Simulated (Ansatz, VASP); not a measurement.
Al: VASP beside Ansatz

```xyz
1
Lattice="0.0000 2.0108 2.0108 2.0108 0.0000 2.0108 2.0108 2.0108 0.0000" Properties=species:S:1:pos:R:3 pbc="T T T"
Al    0.0000    0.0000    0.0000
```

Alike in both runs: task single point; functional PBE; dispersion D3(BJ); k mesh 18 × 18 × 18; occupations gaussian, width 0.1 eV; no spin polarisation.

|  | VASP | Ansatz |
| --- | --- | --- |
| version | VASP 6.6.1 | Ansatz 0.2.0 |
| potentials or method | VASP PAW PBE potentials, release 64 (Al), cutoff 500 eV | scalar-relativistic, plane waves, PAW |
| valence electrons in the cell | 3 | 3 |

Ansatz gave:

* gap on the k mesh at the Fermi level (eV): none
* pressure (GPa): -2.3

Task: Estimate VASP's values.

Result: gap on the k mesh at the Fermi level (eV): none; pressure (GPa): -2.4.

A gap of «none» marks a metal or a gap that the smearing closes.
